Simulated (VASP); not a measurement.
## Ti: single point with PBEsol

Crystal: Ti.

```
CELL_PARAMETERS angstrom
-1.60512 1.56499 1.60512
1.60512 -1.56499 1.60512
1.60512 1.56499 -1.60512
ATOMIC_POSITIONS crystal
Ti 0.00000 0.00000 0.00000
```

This cell differs from its parent crystal: strain -0.0250 x Voigt [0, 1, 0, 0, 0, 0].

| Quantity | Value |
| --- | --- |
| Program | VASP 6.6.1 |
| Task | single point |
| Functional | PBEsol |
| Potentials or basis | VASP PAW PBE potentials, release 64 (Ti_sv) |
| Cutoff | 520 eV |
| k mesh | 26 × 26 × 26 |
| Occupations | gaussian, width 0.15 eV |
| Spin | no spin polarisation |
| Dipole correction | no |
| Further INCAR settings | ALGO = Fast; EDIFF = 1e-06; NBANDS = 12 |

The pressure is 2.8 GPa and the band gap on the k mesh is zero (bands 6 and 7 overlap by 1.75 eV).

Stress tensor (GPa, compression positive):
```
2.95 0.00 0.00
0.00 2.37 0.00
0.00 0.00 2.95
```

Levels at points of the mesh, in eV from the Fermi level:
```tsv
k point	band 3	band 4	band 5	band 6	band 7	band 8	band 9	band 10
(0.00, 0.00, 0.00)	-32.01	-32.01	-6.11	0.92	1.12	1.12	2.86	3.10
(0.50, 0.00, 0.00)	-32.28	-32.02	-2.65	-0.56	1.46	3.03	3.44	4.71
(0.00, 0.50, 0.00)	-32.26	-32.00	-2.64	-0.32	1.27	2.83	3.31	4.68
(0.50, 0.50, 0.50)	-32.61	-32.57	-2.40	-2.33	4.30	4.30	4.35	8.73
```

Run time: 9.6 min on 1 thread of Intel Xeon 8259CL, with other jobs on the host, peak memory 0.36 GiB.

Caveat: the cell differs from its parent crystal (strain -0.0250 x Voigt [0, 1, 0, 0, 0, 0]); the PAW data sets were made with another functional, which shifts forces and pressure a little.
